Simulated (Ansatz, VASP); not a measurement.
# Two plane-wave programs on MgO

```xyz
8
Lattice="4.2142 0.0000 0.0000 0.0000 -4.2142 0.0000 0.0000 0.0000 -4.2142" Properties=species:S:1:pos:R:3 pbc="T T T"
Mg    0.0000    0.0000    0.0000
Mg    2.1071   -2.1071    0.0000
Mg    2.1071    0.0000   -2.1071
Mg    0.0000   -2.1071   -2.1071
O     2.2071    0.0000    0.0000
O     0.0000   -2.1071    0.0000
O     0.0000    0.0000   -2.1071
O     2.1071   -2.1071   -2.1071
```

Alike in both runs: task single point; functional PBEsol; k mesh 6 × 6 × 6; occupations gaussian, width 0.05 eV; no spin polarisation.

|  | VASP | Ansatz |
| --- | --- | --- |
| version | VASP 6.6.1 | Ansatz 0.2.0 |
| potentials or method | VASP PAW PBE potentials, release 64 (Mg, O), cutoff 520 eV | scalar-relativistic, plane waves, PAW |
| valence electrons in the cell | 32 | 64 |

Ansatz gave:

* gap on the k mesh at the Fermi level (eV): 4.60
* least direct gap on the mesh (eV): 4.60
* pressure (GPa): 0.3
* traceless stress, the component that is largest in VASP (GPa): 0.52
* rms of the force components (eV/Å): 0.250

Question: Which values does VASP return?

Answer: gap on the k mesh at the Fermi level (eV): 4.60; least direct gap on the mesh (eV): 4.60; pressure (GPa): -0.2; traceless stress, the component that is largest in VASP (GPa): 0.53; rms of the force components (eV/Å): 0.253.

VASP's potentials were made for PBE, not for PBEsol. Atom by atom the forces differ by 0.003 eV/Å (rms over components). VASP's potentials hold 32 valence electrons a cell and Ansatz's 64, so a difference there can come from the potentials and not from the codes.
